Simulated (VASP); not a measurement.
Here is a VASP 6.6.1 calculation.

Contents of INCAR:

```
SYSTEM = Sc5Al3Fe3Co9
  PREC = Accurate
  ENCUT = 400
  EDIFF = 1E-6
  ISMEAR = -1
  SIGMA = 0.0827
  LREAL = Auto
  LASPH = .True.
  NELM = 120
  ALGO = Normal
  ISIF = 2
  LWAVE = .False.
  LCHARG = .True.
  GGA = PE
  LELF = .True.
  LVHAR = .True.
  NBANDS = 100
  ISYM = -1
  GGA_COMPAT = .False.
```

The input KPOINTS:

```
explicit points
1
Reciprocal
  0.25000000   0.25000000   0.25000000 1
```

Contents of POSCAR:

```
Sc5Al3Fe3Co9
1.0
    6.7732930000      0.1414810000     -0.1319230000
    0.1414810000      6.2815280000      0.1206830000
   -0.1319230000      0.1206830000      7.0232830000
Co Sc Al Fe
9 5 3 3
Direct
    0.5167203103      0.2104819494      0.2452510742
    0.7986838811      0.5771568501      0.1151404199
    0.2013032799      0.4706590446      0.9111179184
    0.4642547667      0.0824852072      0.5412828045
    0.7828539962      0.2612593377      0.4834996521
    0.2661664341      0.7325942513      0.5614063683
    0.8713777895      0.1999060574      0.0898477976
    0.3600099277      0.8681327530      0.2844993893
    0.0236889851      0.8625634879      0.0272263516
    0.5487024317      0.3107225065      0.8456195695
    0.4295573958      0.7476212237      0.9393381027
    0.9223185669      0.6787455906      0.7478187876
    0.1412455114      0.5136410136      0.2678507748
    0.5753960072      0.5685134710      0.4076059666
    0.0532970431     -0.0001211877      0.3889340257
    0.9907358936      0.1924652329      0.7571815872
    0.2260373850      0.1587649466      0.0709175894
    0.2946187479      0.3525578196      0.5725183299
    0.7259303793      0.9521208937      0.7970268474
    0.7449725023      0.8928008585      0.2160532505
```

Potentials or basis: VASP PAW PBE potentials, release 64 (Co, Sc_sv, Al, Fe).

The run is started by

```console
$ cat potpaw_PBE.64/Co/POTCAR potpaw_PBE.64/Sc_sv/POTCAR potpaw_PBE.64/Al/POTCAR potpaw_PBE.64/Fe/POTCAR > POTCAR
$ mpirun -np 1 vasp_std > vasp.out
```

**Question.** Estimate the largest force.

**Answer.** 2.433 eV/Å.

**Question.** Estimate the pressure.

**Answer.** -0.8 GPa.

**Question.** Predict the band gap on the k mesh.

**Answer.** Zero (an odd number of electrons rules out a gap without spin polarisation).

Forces in eV/Å, atoms in the order of the input:
```
Co   0.709  0.302 -1.158
Co  -0.440 -1.133 -1.179
Co  -0.852  0.441 -1.084
Co   1.114 -1.905  0.477
Co   0.103 -1.343 -0.395
Co   0.234 -0.620  1.549
Co  -0.517  0.563  0.802
Co   0.230  1.126 -0.549
Co   0.626 -0.526  0.700
Sc   1.217 -0.368  0.144
Sc   0.415  1.486  0.277
Sc   0.476 -1.462 -1.885
Sc  -1.008  0.923  0.467
Sc   0.605  0.222  0.500
Al  -0.732  0.407  0.392
Al   0.708  0.122 -0.029
Al   0.301 -1.568 -0.108
Fe  -1.519  0.439  0.661
Fe  -0.767  1.390  0.666
Fe  -0.902  1.506 -0.247
```

Caveat: the atoms stand as in a frame of molecular dynamics; the run has no spin polarisation, though such a crystal can be magnetic. Spin polarisation is off, so any magnetic state and its effect on volume and gap are missing.
